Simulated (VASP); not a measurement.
# SnSe2 in VASP: single point with r2SCAN

Aim: the single point of SnSe2 with r2SCAN.

All numbers are computed with VASP 6.6.1; they aren't measurements. Logs are shortened: lines on timing, memory, paths and dates and some standing lists are left out, and cuts for length are marked.

### Step 1. The cell of the first run

The typed cell holds 3 atoms: a = 3.864 Å, b = 3.864 Å, c = 6.222 Å, α = 90.00°, β = 90.00°, γ = 120.00°.

### Step 2. Single point, r2SCAN

File POSCAR:

```
SnSe2
1.0
    3.8643883000      0.0000000000      0.0000000000
   -1.9321941500      3.3466555800      0.0000000000
    0.0000000000      0.0000000000      6.2219592200
Sn Se
1 2
Direct
    0.0000000000      0.0000000000      0.0000000000
    0.3333000000      0.6667000000      0.2490000000
    0.6667000000      0.3333000000      0.7510000000
```

File INCAR.step1:

```
SYSTEM = SnSe2
ALGO = Normal
EDIFF = 1E-4
ENCUT = 520
GGA = PE
ISMEAR = 0
LASPH = .True.
LCHARG = .False.
LREAL = .False.
LWAVE = .True.
NBANDS = 20
NELM = 80
PREC = Accurate
SIGMA = 0.1491
```

File INCAR.step2:

```
SYSTEM = SnSe2
ALGO = Normal
EDIFF = 1E-6
ENCUT = 520
ISIF = 2
ISMEAR = 0
ISTART = 1
LASPH = .True.
LCHARG = .True.
LELF = .True.
LMIXTAU = .True.
LREAL = .False.
LVHAR = .True.
LWAVE = .False.
METAGGA = R2SCAN
NBANDS = 20
NELM = 80
PREC = Accurate
SIGMA = 0.1491
```

File KPOINTS:

```
k-points
0
Gamma
  12 12 4
  0 0 0
```

Potentials or basis: VASP PAW PBE potentials, release 64 (Sn_d, Se).

On the command line:

```bash
$ cat potpaw_PBE.64/Sn_d/POTCAR potpaw_PBE.64/Se/POTCAR > POTCAR
$ cp INCAR.step1 INCAR
$ mpirun -np 1 vasp_std > vasp.out
$ cp INCAR.step2 INCAR
$ mpirun -np 1 vasp_std > vasp.out
```

OUTCAR:

```text
SYSTEM = SnSe2
   EDIFF = 1E-6
   ENCUT = 520
   ISIF = 2
   ISMEAR = 0
   ISTART = 1
   LASPH = .True.
   LREAL = .False.
   METAGGA = R2SCAN
   NELM = 80
   PREC = Accurate

 ion  position               nearest neighbor table
   1  0.000  0.000  0.000-   2 2.72   3 2.72   2 2.72   3 2.72   3 2.72   2 2.72
   2  0.333  0.667  0.249-   1 2.72   1 2.72   1 2.72
   3  0.667  0.333  0.751-   1 2.72   1 2.72   1 2.72

  LATTYP: Found a hexagonal cell.
 ALAT       =     3.8643883000
 C/A-ratio  =     1.6100760941

  Lattice vectors:

 A1 = (   3.8643883000,   0.0000000000,   0.0000000000)
 A2 = (  -1.9321941500,   3.3466555800,   0.0000000000)
 A3 = (   0.0000000000,   0.0000000000,   6.2219592200)

Analysis of symmetry for initial positions (statically):
=====================================================================
 Subroutine PRICEL returns:
 Original cell was already a primitive cell.

 Routine SETGRP: Setting up the symmetry group for a
 hexagonal supercell.

 Subroutine GETGRP returns: Found  4 space group operations
 (whereof  4 operations were pure point group operations)
 out of a pool of 24 trial point group operations.

The static configuration has the point symmetry C_2h.

Analysis of symmetry for dynamics (positions and initial velocities):
=====================================================================
 Subroutine PRICEL returns:
 Original cell was already a primitive cell.

 Routine SETGRP: Setting up the symmetry group for a
 hexagonal supercell.

 Subroutine GETGRP returns: Found  4 space group operations
 (whereof  4 operations were pure point group operations)
 out of a pool of 24 trial point group operations.

The dynamic configuration has the point symmetry C_2h.

 Subroutine INISYM returns: Found  4 space group operations
 (whereof  4 operations are pure point group operations),
 and found     1 'primitive' translations

----------------------------------------------------------------------------------------

                                     Primitive cell

  volume of cell :      80.4672

  direct lattice vectors                    reciprocal lattice vectors
     3.864388300  0.000000000  0.000000000     0.258773167  0.149402885  0.000000000
    -1.932194150  3.346655580  0.000000000     0.000000000  0.298805771  0.000000000
     0.000000000  0.000000000  6.221959220     0.000000000  0.000000000  0.160721079

  length of vectors
     3.864388300  3.864385825  6.221959220     0.298805579  0.298805771  0.160721079

  position of ions in fractional coordinates (direct lattice)
     0.000000000  0.000000000  0.000000000
     0.333300000  0.666700000  0.249000000
     0.666700000  0.333300000  0.751000000

  ion indices of the primitive-cell ions
   primitive index   ion index
                 1           1
                 2           2
                 3           3

----------------------------------------------------------------------------------------

 KPOINTS: k-points

Automatic generation of k-mesh.
 Grid dimensions read from file:
 generate k-points for:   12   12    4

 Generating k-lattice:

  Cartesian coordinates                     Fractional coordinates (reciprocal lattice)
     0.021564431  0.012450240  0.000000000     0.083333333  0.000000000  0.000000000
     0.000000000  0.024900481  0.000000000     0.000000000  0.083333333  0.000000000
     0.000000000  0.000000000  0.040180270     0.000000000  0.000000000  0.250000000

  Length of vectors
     0.024900465  0.024900481  0.040180270

  Shift w.r.t. Gamma in fractional coordinates (k-lattice)
     0.000000000  0.000000000  0.000000000

 Subroutine IBZKPT returns following result:
 ===========================================

 Found    164 irreducible k-points:

 Following reciprocal coordinates:
            Coordinates               Weight
  0.000000  0.000000  0.000000      1.000000
  0.083333  0.000000  0.000000      4.000000
 -0.083333  0.083333  0.000000      2.000000
  0.166667  0.000000  0.000000      4.000000
 -0.166667  0.166667  0.000000      2.000000
  0.250000  0.000000  0.000000      4.000000
[... 16 lines left out ...]
 -0.083333  0.416667  0.000000      4.000000
 -0.416667  0.333333  0.000000      4.000000
 [... further k-points ...]
   k-points           NKPTS =    164   k-points in BZ     NKDIM =    164   number of bands    NBANDS=     20
   number of dos      NEDOS =    301   number of ions     NIONS =      3
   total plane-waves  NPLWV =  43200
   dimension x,y,z NGX =    30 NGY =   30 NGZ =   48
   dimension x,y,z NGXF=    60 NGYF=   60 NGZF=   96
   ions per type =               1   2
   NGX,Y,Z   is equivalent  to a cutoff of  12.91, 12.91, 12.83 a.u.
   NGXF,Y,Z  is equivalent  to a cutoff of  25.81, 25.81, 25.65 a.u.
 SYSTEM =  SnSe2
   PREC   = accura    normal or accurate (medium, high low for compatibility)
   ISTART =      1    job   : 0-new  1-cont  2-samecut
   ICHARG =      0    charge: 1-file 2-atom 10-const
   ISPIN  =      1    spin polarized calculation?
   LNONCOLLINEAR =      F non collinear calculations
   LSORBIT =      F    spin-orbit coupling
   LASPH  =      T    aspherical Exc in radial PAW
   ENCUT  =  520.0 eV  38.22 Ry    6.18 a.u.   7.19  7.19 11.57*2*pi/ulx,y,z
   NELM   =     80;   NELMIN=  2; NELMDL=  0     # of ELM steps
   EDIFF  = 0.1E-05   stopping-criterion for ELM
   LREAL  =      F    real-space projection
   EDIFFG = 0.1E-04   stopping-criterion for IOM
   NSW    =      0    number of steps for IOM
   IBRION =     -1    ionic relax: 0-MD 1-quasi-New 2-CG
   NFREE  =      0    steps in history (QN), initial steepest desc. (CG)
   ISIF   =      2    stress and relaxation
   ISYM   =      2    0-nonsym 1-usesym 2-fastsym
   POTIM  = 0.5000    time-step for ionic-motion
   TEBEG  =    0.0;   TEEND  =   0.0 temperature during run
   PSTRESS=    0.0 pullay stress
   NELECT =      26.0000    total number of electrons
   NUPDOWN=      -1.0000    fix difference up-down
   EMIN   =  10.00;   EMAX   =-10.00  energy-range for DOS
   EFERMI =   0.00;   METHOD = LEGACY
   ISMEAR =     0;   SIGMA  =   0.15  broadening in eV -4-tet -1-fermi 0-gaus
   EFERMI_NEDOS =   21; number of points for ismear=-14 and -15
   IALGO  =     38    algorithm
   IMIX   =      4    mixing-type and parameters
     AMIX     =   0.40;   BMIX     =  1.00
     AMIX_MAG =   1.60;   BMIX_MAG =  1.00
  volume/ion in A,a.u.               =      26.82       181.01
  Fermi-wavevector in a.u.,A,eV,Ry     =   1.123379  2.122878 17.170285  1.261980
  Thomas-Fermi vector in A             =   2.260045
   LORBIT       =      0    0 simple, 1 ext, 2 COOP (PROOUT), +10 PAW based schemes
   METAGGA = R2SCAN    functional components
   LHFCALC =     F    Hartree Fock is set to
   AEXX    =    0.0000 exact exchange contribution
   IVDW    =     0    specifies the selected vdW correction
   LEPSILON=     F    determine dielectric tensor
   LRPA    =     F    only Hartree local field effects (RPA)
 non-spin polarized calculation
 Gauss-broadening in eV      SIGMA  =   0.15
  energy-cutoff  :      520.00
  volume of cell :       80.47
 maximum number of plane-waves:      2202
 NGX is ok and might be reduce to    30
   NGX = 15   NGY = 15   NGZ = 23

 number of electron      25.9999990 magnetization

 Free energy of the ion-electron system (eV)
  ---------------------------------------------------
  ext. energy  EPLUGINS =         0.00000000
  ---------------------------------------------------
  free energy    TOTEN  =       -54.62698326 eV

  energy without entropy =      -54.62698323  energy(sigma->0) =      -54.62698324

 E-fermi :   3.9730     XC(G=0):  -9.8078

 val. band max:        3.4712380961   @ k =  -0.0833   0.1667   0.0000
 cond. band min:       4.4808293285   @ k =   0.5000   0.0000   0.2500
 fundamental gap:      1.0095912324
 Fermi energy:         3.9730143803

 k-point     1 :       0.0000    0.0000    0.0000
  band No.  band energies     occupation
      1     -18.4375      2.00000
      2     -18.4375      2.00000
      3     -18.3866      2.00000
      4     -18.3765      2.00000
      5     -18.3765      2.00000
      6     -10.7613      2.00000
[... 12 lines left out ...]
     19      12.9152      0.00000
     20      12.9160      0.00000

 k-point     2 :       0.0833    0.0000    0.0000
  band No.  band energies     occupation
      1     -18.4410      2.00000
      2     -18.4355      2.00000
      3     -18.3849      2.00000
      4     -18.3777      2.00000
      5     -18.3759      2.00000
      6     -10.6931      2.00000
[... 12 lines left out ...]
     19      12.4324      0.00000
     20      13.0124      0.00000

 k-point     3 :      -0.0833    0.0833    0.0000
  band No.  band energies     occupation
      1     -18.4410      2.00000
      2     -18.4355      2.00000
      3     -18.3849      2.00000
      4     -18.3777      2.00000
      5     -18.3758      2.00000
      6     -10.6931      2.00000
[... 12 lines left out ...]
     19      12.4320      0.00000
     20      13.0129      0.00000

 k-point     4 :       0.1667    0.0000    0.0000
  band No.  band energies     occupation
      1     -18.4510      2.00000
      2     -18.4308      2.00000
      3     -18.3830      2.00000
      4     -18.3775      2.00000
      5     -18.3734      2.00000
      6     -10.4933      2.00000
[... 12 lines left out ...]
     19      12.2892      0.00000
     20      13.2169      0.00000

 k-point     5 :      -0.1667    0.1667    0.0000
  band No.  band energies     occupation
      1     -18.4510      2.00000
      2     -18.4308      2.00000
      3     -18.3831      2.00000
      4     -18.3774      2.00000
      5     -18.3734      2.00000
      6     -10.4933      2.00000
[... 12 lines left out ...]
     19      12.2886      0.00000
     20      13.2171      0.00000
[... 353 lines left out ...]
      6      -9.9432      2.00000
[... 12 lines left out ...]
     19      11.9435      0.00000
     20      13.8444      0.00000

 k-point    22 :       0.3333    0.0833    0.0000
  band No.  band energies     occupation
      1     -18.4840      2.00000
      2     -18.4245      2.00000
      3     -18.3907      2.00000
      4     -18.3630      2.00000
      5     -18.3561      2.00000
      6      -9.5388      2.00000
[... 12 lines left out ...]
     19      12.8194      0.00000
     20      14.0676      0.00000

 k-point    23 :      -0.0833    0.4167    0.0000
  band No.  band energies     occupation
      1     -18.4841      2.00000
      2     -18.4245      2.00000
      3     -18.3907      2.00000
      4     -18.3631      2.00000
      5     -18.3560      2.00000
      6      -9.5388      2.00000
[... 12 lines left out ...]
     19      12.8195      0.00000
     20      14.0677      0.00000

 k-point    24 :      -0.4167    0.3333    0.0000
  band No.  band energies     occupation
      1     -18.4841      2.00000
      2     -18.4245      2.00000
      3     -18.3907      2.00000
      4     -18.3630      2.00000
      5     -18.3560      2.00000
      6      -9.5389      2.00000
[... 12 lines left out ...]
     19      12.8192      0.00000
     20      14.0683      0.00000

 [... further k-points ...]

------------------------ aborting loop because EDIFF is reached ----------------------------------------

  FORCE on cell =-STRESS in cart. coord.  units (eV):
  Direction    XX          YY          ZZ          XY          YZ          ZX
  --------------------------------------------------------------------------------------
  -------------------------------------------------------------------------------------
  Total       -0.0288384     -0.0289840      0.7876782     -0.0001262     -0.0012348      0.0021387
  in kB       -0.5741995     -0.5770993     15.6834083     -0.0025121     -0.0245855      0.0425832
  external PRESSURE =       4.8440365 kB  Pullay stress =       0.0000000 kB

 VOLUME and BASIS-vectors are now :
 -----------------------------------------------------------------------------
  energy-cutoff  :      520.00
  volume of cell :       80.47
      direct lattice vectors                 reciprocal lattice vectors
     3.864388300  0.000000000  0.000000000     0.258773167  0.149402885  0.000000000
    -1.932194150  3.346655580  0.000000000     0.000000000  0.298805771  0.000000000
     0.000000000  0.000000000  6.221959220     0.000000000  0.000000000  0.160721079

 POSITION                                       TOTAL-FORCE (eV/Angst)
 -----------------------------------------------------------------------------------
      0.00000      0.00000      0.00000        -0.000000      0.000000      0.000000
     -0.00019      2.23122      1.54927         0.000854     -0.000493      0.139815
      1.93239      1.11544      4.67269        -0.000854      0.000493     -0.139815
 -----------------------------------------------------------------------------------
    total drift:                                0.000000      0.000000      0.000000

  FREE ENERGIE OF THE ION-ELECTRON SYSTEM (eV)
  ---------------------------------------------------
  free  energy   TOTEN  =       -54.6269832608 eV

  energy  without entropy=      -54.6269832279  energy(sigma->0) =      -54.62698324
```

It took 6.1 min on 1 thread of Intel Xeon 6975P-C (Granite Rapids), shared host; peak memory 0.39 GiB.

What came out:

| Property | Result |
| --- | --- |
| Free energy | -54.6270 eV |
| Pressure | 0.5 GPa |
| Largest force | 0.140 eV/Å |
| Band gap on the k mesh | 1.01 eV (least direct gap 1.33 eV) |

Forces on the atoms (eV/Å):
```
Sn   0.000  0.000  0.000
Se   0.001  0.000  0.140
Se  -0.001  0.000 -0.140
```

Stress tensor (GPa, compression positive):
```
-0.06  0.00  0.00
 0.00 -0.06  0.00
 0.00  0.00  1.57
```

Caveat: the PAW data sets were made with another functional, which shifts forces and pressure a little; spin-orbit coupling is left out, which moves the levels of the heavy elements. A k mesh can miss the band edges.
